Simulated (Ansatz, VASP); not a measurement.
## One calculation of Ru3N, two programs

```
Ru N
1.0
     3.69956    0.00000    0.00000
     0.00000    3.69956    0.00000
     0.00000    0.00000    3.69956
Ru N
3 1
Cartesian
  0.0000 1.8498 1.8498
  1.8498 0.0000 1.8498
  1.8498 1.8498 0.0000
  0.0000 0.0000 0.0000
```

Alike in both runs: functional PBE; k mesh 6 × 6 × 6; occupations gaussian, width 0.1 eV; no spin polarisation.

Ansatz relaxed the structure, and its values are those at the end. VASP's run is a single point on that final structure, the one shown.

|  | VASP | Ansatz |
| --- | --- | --- |
| version | VASP 6.6.1 | Ansatz 0.2.0 |
| potentials or method | VASP PAW PBE potentials, release 64 (Ru_pv, N), cutoff 520 eV | scalar-relativistic, plane waves, PAW |
| valence electrons in the cell | 47 | 53 |

```tsv
	VASP	Ansatz	Ansatz less VASP
gap on the k mesh at the Fermi level (eV)	none	none	-
pressure (GPa)	0.3	0.3	+0.03
```

A gap of «none» marks a metal or a gap that the smearing closes. VASP's potentials hold 47 valence electrons a cell and Ansatz's 53, so a difference there can come from the potentials and not from the codes.
